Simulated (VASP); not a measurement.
# Ru (P6_3/mmc) in VASP: notebook, part 2 of 2

VASP 6.6.1. The steps go on from the part before.

## Step 4: Single point, PBEsol (volume 14.173 Å^3 an atom, c/a of the conventional cell 1.5067)

INCAR reads:

```
  PREC = Accurate
  ENCUT = 520
  EDIFF = 1E-6
  ISMEAR = 0
  SIGMA = 0.15
  LREAL = F
  LASPH = T
  NELM = 80
  ALGO = Fast
  ISIF = 2
  LWAVE = F
  LCHARG = T
  GGA = PS
  LELF = T
  LVHAR = T
  NBANDS = 21
```

KPOINTS reads:

```
regular mesh
0
Gamma
  21 21 12
```

POSCAR reads:

```
Ru
1.0
    2.7902607346      0.0000000000      0.0000000000
   -1.3951303673      2.4164366793      0.0000000000
    0.0000000000      0.0000000000      4.2040858488
Ru
2
Direct
    0.3333333333      0.6666666667      0.2500000000
    0.6666666667      0.3333333333      0.7500000000
```

The run is started by

```sh
cat potpaw_PBE.64/Ru_pv/POTCAR > POTCAR
mpirun -np 1 vasp_std > vasp.out
```

Wall time 2.1 min (1 thread of Intel Xeon Platinum 8259CL at 2.50GHz (Skylake/Cascade Lake), shared host); peak memory 0.27 GiB.

The run converged. Its results:

- Free energy: -20.2039 eV
- Pressure: -17.4 GPa
- Band gap on the k mesh: zero (band 14 reaches 13.20 eV, above the bottom of band 15 at 10.24 eV)

Stress tensor (GPa, compression positive):
```
-22.87   0.00   0.00
  0.00 -22.87   0.00
  0.00   0.00  -6.32
```

Levels at points of the mesh, in eV from the Fermi level:
```tsv
k point	band 10	band 11	band 12	band 13	band 14	band 15	band 16	band 17	band 18	band 19
(0.00, 0.00, 0.00)	-2.51	-1.86	-1.76	-1.76	-1.67	-1.67	1.10	1.10	1.74	10.25
(0.00, 0.00, 0.50)	-2.79	-2.79	-2.79	-2.36	-2.36	0.55	0.55	0.55	0.55	10.32
```

Caveat: the PAW data sets were made with another functional, which shifts forces and pressure a little.

## Step 5: Single point, PBEsol (volume 14.173 Å^3 an atom, c/a of the conventional cell 1.4592)

INCAR reads:

```
SYSTEM = Ru
ALGO = Fast
EDIFF = 1E-6
ENCUT = 520
GGA = PS
ISIF = 2
ISMEAR = 0
LASPH = .True.
LCHARG = .False.
LREAL = .False.
LWAVE = .False.
NBANDS = 21
NELM = 60
PREC = Accurate
SIGMA = 0.15
```

KPOINTS reads:

```
k-points
0
Gamma
  21 21 12
  0 0 0
```

POSCAR reads:

```
Ru
1.0
    2.8202142979      0.0000000000      0.0000000000
   -1.4101071489      2.4423772261      0.0000000000
    0.0000000000      0.0000000000      4.1152567034
Ru
2
Direct
    0.3333333333      0.6666666667      0.2500000000
    0.6666666667      0.3333333333      0.7500000000
```

Potentials or basis: VASP PAW PBE potentials, release 64 (Ru_pv).

The run is started by

```sh
cat potpaw_PBE.64/Ru_pv/POTCAR > POTCAR
mpirun -np 1 vasp_std > vasp.out
```

OUTCAR:

```text
SYSTEM = Ru
   EDIFF = 1E-6
   ENCUT = 520
   GGA = PS
   ISIF = 2
   ISMEAR = 0
   LASPH = .True.
   LREAL = .False.
   NELM = 60
   PREC = Accurate

 ion  position               nearest neighbor table
   1  0.333  0.667  0.250-   2 2.62   2 2.62   2 2.62   2 2.62   2 2.62   2 2.62
   2  0.667  0.333  0.750-   1 2.62   1 2.62   1 2.62   1 2.62   1 2.62   1 2.62

  LATTYP: Found a hexagonal cell.
 ALAT       =     2.8202142979
 C/A-ratio  =     1.4592000000

  Lattice vectors:

 A1 = (   2.8202142979,   0.0000000000,   0.0000000000)
 A2 = (  -1.4101071489,   2.4423772261,   0.0000000000)
 A3 = (   0.0000000000,   0.0000000000,   4.1152567034)

Analysis of symmetry for initial positions (statically):
=====================================================================
 Subroutine PRICEL returns:
 Original cell was already a primitive cell.

 Routine SETGRP: Setting up the symmetry group for a
 hexagonal supercell.

 Subroutine GETGRP returns: Found 24 space group operations
 (whereof 12 operations were pure point group operations)
 out of a pool of 24 trial point group operations.

The static configuration has the point symmetry D_3d.
 The point group associated with its full space group is D_6h.

Analysis of symmetry for dynamics (positions and initial velocities):
=====================================================================
 Subroutine PRICEL returns:
 Original cell was already a primitive cell.

 Routine SETGRP: Setting up the symmetry group for a
 hexagonal supercell.

 Subroutine GETGRP returns: Found 24 space group operations
 (whereof 12 operations were pure point group operations)
 out of a pool of 24 trial point group operations.

The dynamic configuration has the point symmetry D_3d.
 The point group associated with its full space group is D_6h.

 Subroutine INISYM returns: Found 24 space group operations
 (whereof 12 operations are pure point group operations),
 and found     1 'primitive' translations

----------------------------------------------------------------------------------------

                                     Primitive cell

  volume of cell :      28.3460

  direct lattice vectors                    reciprocal lattice vectors
     2.820214298  0.000000000  0.000000000     0.354582984  0.204718581  0.000000000
    -1.410107149  2.442377226  0.000000000     0.000000000  0.409437162  0.000000000
     0.000000000  0.000000000  4.115256703     0.000000000  0.000000000  0.242998207

  length of vectors
     2.820214298  2.820214298  4.115256703     0.409437162  0.409437162  0.242998207

  position of ions in fractional coordinates (direct lattice)
     0.333333333  0.666666667  0.250000000
     0.666666667  0.333333333  0.750000000

  ion indices of the primitive-cell ions
   primitive index   ion index
                 1           1
                 2           2

----------------------------------------------------------------------------------------

 KPOINTS: k-points

Automatic generation of k-mesh.
 Grid dimensions read from file:
 generate k-points for:   21   21   12

 Generating k-lattice:

  Cartesian coordinates                     Fractional coordinates (reciprocal lattice)
     0.016884904  0.009748504  0.000000000     0.047619048  0.000000000  0.000000000
     0.000000000  0.019497008  0.000000000     0.000000000  0.047619048  0.000000000
     0.000000000  0.000000000  0.020249851     0.000000000  0.000000000  0.083333333

  Length of vectors
     0.019497008  0.019497008  0.020249851

  Shift w.r.t. Gamma in fractional coordinates (k-lattice)
     0.000000000  0.000000000  0.000000000

 Subroutine IBZKPT returns following result:
 ===========================================

 Found    336 irreducible k-points:

 Following reciprocal coordinates:
            Coordinates               Weight
  0.000000  0.000000  0.000000      1.000000
  0.047619  0.000000  0.000000      6.000000
  0.095238  0.000000  0.000000      6.000000
  0.142857  0.000000  0.000000      6.000000
  0.190476  0.000000  0.000000      6.000000
  0.238095  0.000000  0.000000      6.000000
[... 16 lines left out ...]
  0.142857  0.095238  0.000000     12.000000
  0.190476  0.095238  0.000000     12.000000
 [... further k-points ...]
   k-points           NKPTS =    336   k-points in BZ     NKDIM =    336   number of bands    NBANDS=     21
   number of dos      NEDOS =    301   number of ions     NIONS =      2
   total plane-waves  NPLWV =  18432
   dimension x,y,z NGX =    24 NGY =   24 NGZ =   32
   dimension x,y,z NGXF=    48 NGYF=   48 NGZF=   64
   ions per type =               2
   NGX,Y,Z   is equivalent  to a cutoff of  14.15, 14.15, 12.93 a.u.
   NGXF,Y,Z  is equivalent  to a cutoff of  28.30, 28.30, 25.85 a.u.
 SYSTEM =  Ru
   PREC   = accura    normal or accurate (medium, high low for compatibility)
   ISTART =      0    job   : 0-new  1-cont  2-samecut
   ICHARG =      2    charge: 1-file 2-atom 10-const
   ISPIN  =      1    spin polarized calculation?
   LNONCOLLINEAR =      F non collinear calculations
   LSORBIT =      F    spin-orbit coupling
   LASPH  =      T    aspherical Exc in radial PAW
   ENCUT  =  520.0 eV  38.22 Ry    6.18 a.u.   5.24  5.24  7.65*2*pi/ulx,y,z
   NELM   =     60;   NELMIN=  2; NELMDL= -5     # of ELM steps
   EDIFF  = 0.1E-05   stopping-criterion for ELM
   LREAL  =      F    real-space projection
   EDIFFG = 0.1E-04   stopping-criterion for IOM
   NSW    =      0    number of steps for IOM
   IBRION =     -1    ionic relax: 0-MD 1-quasi-New 2-CG
   NFREE  =      0    steps in history (QN), initial steepest desc. (CG)
   ISIF   =      2    stress and relaxation
   ISYM   =      2    0-nonsym 1-usesym 2-fastsym
   POTIM  = 0.5000    time-step for ionic-motion
   TEBEG  =    0.0;   TEEND  =   0.0 temperature during run
   PSTRESS=    0.0 pullay stress
   NELECT =      28.0000    total number of electrons
   NUPDOWN=      -1.0000    fix difference up-down
   EMIN   =  10.00;   EMAX   =-10.00  energy-range for DOS
   EFERMI =   0.00;   METHOD = LEGACY
   ISMEAR =     0;   SIGMA  =   0.15  broadening in eV -4-tet -1-fermi 0-gaus
   EFERMI_NEDOS =   21; number of points for ismear=-14 and -15
   IALGO  =     68    algorithm
   IMIX   =      4    mixing-type and parameters
     AMIX     =   0.40;   BMIX     =  1.00
     AMIX_MAG =   1.60;   BMIX_MAG =  1.00
  volume/ion in A,a.u.               =      14.17        95.64
  Fermi-wavevector in a.u.,A,eV,Ry     =   1.630410  3.081029 36.167521  2.658238
  Thomas-Fermi vector in A             =   2.722716
   LORBIT       =      0    0 simple, 1 ext, 2 COOP (PROOUT), +10 PAW based schemes
   GGA     = PS    functional components
   LHFCALC =     F    Hartree Fock is set to
   AEXX    =    0.0000 exact exchange contribution
   IVDW    =     0    specifies the selected vdW correction
   LEPSILON=     F    determine dielectric tensor
   LRPA    =     F    only Hartree local field effects (RPA)
 non-spin polarized calculation
 RMM-DIIS sequential band-by-band and
 Gauss-broadening in eV      SIGMA  =   0.15
  energy-cutoff  :      520.00
  volume of cell :       28.35
 maximum number of plane-waves:       780
 NGX is ok and might be reduce to    24
   NGX = 11   NGY = 11   NGZ = 15

 number of electron      27.9999999 magnetization

 Free energy of the ion-electron system (eV)
  ---------------------------------------------------
  ext. energy  EPLUGINS =         0.00000000
  ---------------------------------------------------
  free energy    TOTEN  =       -20.11962436 eV

  energy without entropy =      -20.10085118  energy(sigma->0) =      -20.11023777

 E-fermi :  11.9575     XC(G=0): -14.0059

 val. band max:       11.9527855009   @ k =   0.4286   0.0476   0.5000
 cond. band min:      11.9588372292   @ k =   0.4286   0.0952   0.4167
 fundamental gap:      0.0060517283
 Fermi energy:        11.9575401970

 k-point     1 :       0.0000    0.0000    0.0000
  band No.  band energies     occupation
      1     -31.6179      2.00000
      2     -30.7898      2.00000
      3     -30.7898      2.00000
      4     -30.5654      2.00000
      5     -30.5654      2.00000
      6     -30.4520      2.00000
[... 13 lines left out ...]
     20      22.2803      0.00000
     21      22.8287      0.00000
[... 529 lines left out ...]
 k-point    24 :       0.1905    0.0952    0.0000
  band No.  band energies     occupation
      1     -31.4385      2.00000
      2     -31.0136      2.00000
      3     -30.9361      2.00000
      4     -30.7838      2.00000
      5     -30.6063      2.00000
      6     -30.5758      2.00000
[... 13 lines left out ...]
     20      22.5829      0.00000
     21      25.2899      0.00000

 [... further k-points ...]

------------------------ aborting loop because EDIFF is reached ----------------------------------------

  FORCE on cell =-STRESS in cart. coord.  units (eV):
  Direction    XX          YY          ZZ          XY          YZ          ZX
  --------------------------------------------------------------------------------------
  -------------------------------------------------------------------------------------
  Total       -4.4230867     -4.4230867      0.5159042     -0.0000000     -0.0000000     -0.0000000
  in kB     -250.0024407   -250.0024407     29.1600239     -0.0000000     -0.0000000     -0.0000000
  external PRESSURE =    -156.9482858 kB  Pullay stress =       0.0000000 kB

 VOLUME and BASIS-vectors are now :
 -----------------------------------------------------------------------------
  energy-cutoff  :      520.00
  volume of cell :       28.35
      direct lattice vectors                 reciprocal lattice vectors
     2.820214298  0.000000000  0.000000000     0.354582984  0.204718581  0.000000000
    -1.410107149  2.442377226  0.000000000     0.000000000  0.409437162  0.000000000
     0.000000000  0.000000000  4.115256703     0.000000000  0.000000000  0.242998207

 POSITION                                       TOTAL-FORCE (eV/Angst)
 -----------------------------------------------------------------------------------
     -0.00000      1.62825      1.02881         0.000000     -0.000000      0.000000
      1.41011      0.81413      3.08644        -0.000000      0.000000      0.000000
 -----------------------------------------------------------------------------------
    total drift:                               -0.000000      0.000000     -0.000000

  FREE ENERGIE OF THE ION-ELECTRON SYSTEM (eV)
  ---------------------------------------------------
  free  energy   TOTEN  =       -20.1196243647 eV

  energy  without entropy=      -20.1008511805  energy(sigma->0) =      -20.11023777
```

Run time: 1.9 min. Hardware: 1 thread of Intel Xeon Platinum 8259CL at 2.50GHz (Skylake/Cascade Lake), shared host; peak memory 0.27 GiB.

What came out:

```yaml
Free_energy: -20.1196 eV
Pressure: -15.7 GPa
Band_gap_on_the_k_mesh: zero (band 14 reaches 13.17 eV, above the bottom of band 15 at 10.32 eV)
```

Caveat: the PAW data sets were made with another functional, which shifts forces and pressure a little.

## Step 6: Single point, PBEsol (volume 12.255 Å^3 an atom, c/a of the conventional cell 1.6589)

INCAR reads:

```
PREC     = Accurate       # precision mode
ENCUT    = 520            # plane-wave cutoff, eV
EDIFF    = 1E-7           # SCF threshold, eV
ISMEAR   = 0              # smearing method
SIGMA    = 0.15           # smearing width, eV
LREAL    = F              # projectors in reciprocal space
LASPH    = T              # aspherical terms in the spheres
NELM     = 100            # most SCF steps
ALGO     = Fast           # electronic algorithm
ISIF     = 2              # what is computed and relaxed
LWAVE    = F              # write WAVECAR
LCHARG   = F              # write CHGCAR
GGA      = PS             # functional
NBANDS   = 21             # bands
```

KPOINTS reads:

```
Automatic mesh
0
Gamma
  21 21 12
```

POSCAR reads:

```
Ru
1.0
    2.5743296425      0.0000000000      0.0000000000
   -1.2871648212      2.2294348681      0.0000000000
    0.0000000000      0.0000000000      4.2705554440
Ru
2
Direct
    0.3333333333      0.6666666667      0.2500000000
    0.6666666667      0.3333333333      0.7500000000
```

Potentials or basis: VASP PAW PBE potentials, release 64 (Ru_pv).

The run is started by

```sh
cat potpaw_PBE.64/Ru_pv/POTCAR > POTCAR
mpirun -np 1 vasp_std > vasp.out
```

It took 78 s on 1 thread of AMD EPYC 9R45 (Zen 5), shared host; peak memory 0.21 GiB.

Results (log left out):

```yaml
Free_energy: -20.0604 eV
Pressure: 35.8 GPa
Band_gap_on_the_k_mesh: zero (band 14 reaches 16.68 eV, above the bottom of band 15 at 12.92 eV)
```

Stress tensor (GPa, compression positive):
```
45.82  0.00  0.00
 0.00 45.82  0.00
 0.00  0.00 15.64
```

Levels at points of the mesh, in eV from the Fermi level:
```csv
k point,band 11,band 12,band 13,band 14,band 15,band 16,band 17,band 18
"(0.00, 0.00, 0.00)",-3.01,-2.32,-2.32,-1.20,-1.20,0.81,1.41,1.41
"(0.00, 0.00, 0.50)",-3.07,-3.07,-3.07,-3.07,0.65,0.65,0.65,0.65
```

Caveat: the PAW data sets were made with another functional, which shifts forces and pressure a little.

## Step 7: Summary

```csv
cell,further INCAR settings,gap on the mesh (eV),pressure (GPa)
"a = 2.673, b = 2.673, c = 4.580 Å, angles 90.0, 90.0, 120.0°, 2 atoms",ALGO = Fast; EDIFF = 1e-06; NBANDS = 21,none,-17.2
"a = 2.761, b = 2.761, c = 4.295 Å, angles 90.0, 90.0, 120.0°, 2 atoms",ALGO = Fast; EDIFF = 1e-06; NBANDS = 21,none,-18.4
"a = 2.790, b = 2.790, c = 4.204 Å, angles 90.0, 90.0, 120.0°, 2 atoms",ALGO = Fast; EDIFF = 1e-06; NBANDS = 21,none,-17.4
"a = 2.820, b = 2.820, c = 4.115 Å, angles 90.0, 90.0, 120.0°, 2 atoms",ALGO = Fast; EDIFF = 1e-06; NBANDS = 21,none,-15.7
"a = 2.574, b = 2.574, c = 4.271 Å, angles 90.0, 90.0, 120.0°, 2 atoms",ALGO = Fast; EDIFF = 1e-07; NBANDS = 21,none,35.8
```

Alike in all rows: task single point; level PBEsol; potentials or basis VASP PAW PBE potentials, release 64 (Ru_pv); no spin polarisation; k mesh 21 × 21 × 12; cutoff (eV) 520; smearing gaussian 0.15 eV.

Caveats: the PAW data sets were made with another functional, which shifts forces and pressure a little.

Total energies depend on the potentials used, so only differences within one code and one set of settings carry meaning.
